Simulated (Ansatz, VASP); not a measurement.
**Two plane-wave programs on TePb**

```xyz
2
Lattice="0.0000 3.1905 3.1905 3.1905 0.0000 3.1905 3.1905 3.1905 0.0000" Properties=species:S:1:pos:R:3 pbc="T T T"
Pb    0.0000    0.0000    0.0000
Te    3.1905    3.1905    3.1905
```

Alike in both runs: functional LDA; k mesh 12 × 12 × 12; occupations fermi-dirac, width 0.08 eV; no spin polarisation.

Ansatz relaxed the structure, and its values are those at the end. VASP's run is a single point on that final structure, the one shown.

|  | VASP | Ansatz |
| --- | --- | --- |
| version | VASP 6.6.1 | Ansatz 0.2.0 |
| potentials or method | VASP PAW LDA potentials, release 64 (Pb_d, Te) | PAW with Ansatz's default frozen-core files, scalar-relativistic |
| plane-wave cutoff (eV) | 520 | 420 |
| valence electrons in the cell | 20 | 30 |

```csv
,VASP,Ansatz,Ansatz less VASP
pressure (GPa),0.0,0.0,-0.07
```

LDA's correlation is that of Perdew and Zunger in VASP and of Perdew and Wang (1992) in Ansatz. VASP's potentials hold 20 valence electrons a cell and Ansatz's 30, so a difference there can come from the potentials and not from the codes.

Spin-orbit coupling is off throughout.
